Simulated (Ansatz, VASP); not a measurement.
# Two plane-wave programs on BAs

```
CELL_PARAMETERS angstrom
0.00000 2.36628 2.36628
2.36628 0.00000 2.36628
2.36628 2.36628 0.00000
ATOMIC_POSITIONS crystal
B 0.00000 0.00000 0.00000
As 0.25000 0.25000 0.25000
```

Alike in both runs: functional LDA; k mesh 15 × 15 × 15; occupations fermi-dirac, width 0.05 eV; no spin polarisation.

Ansatz relaxed the structure, and its values are those at the end. VASP's run is a single point on that final structure, the one shown.

|  | VASP | Ansatz |
| --- | --- | --- |
| version | VASP 6.6.1 | Ansatz 0.2.0 |
| potentials or method | VASP PAW LDA potentials, release 64 (B, As_d) | PAW with Ansatz's default frozen-core files, scalar-relativistic |
| plane-wave cutoff (eV) | 560 | 420 |
| valence electrons in the cell | 18 | 18 |

Ansatz gave:

| Property | Result |
| --- | --- |
| pressure (GPa) | 0.0 |

Problem. Which values does VASP return?

Solution. Pressure (GPa): 1.0.

LDA's correlation is that of Perdew and Zunger in VASP and of Perdew and Wang (1992) in Ansatz.
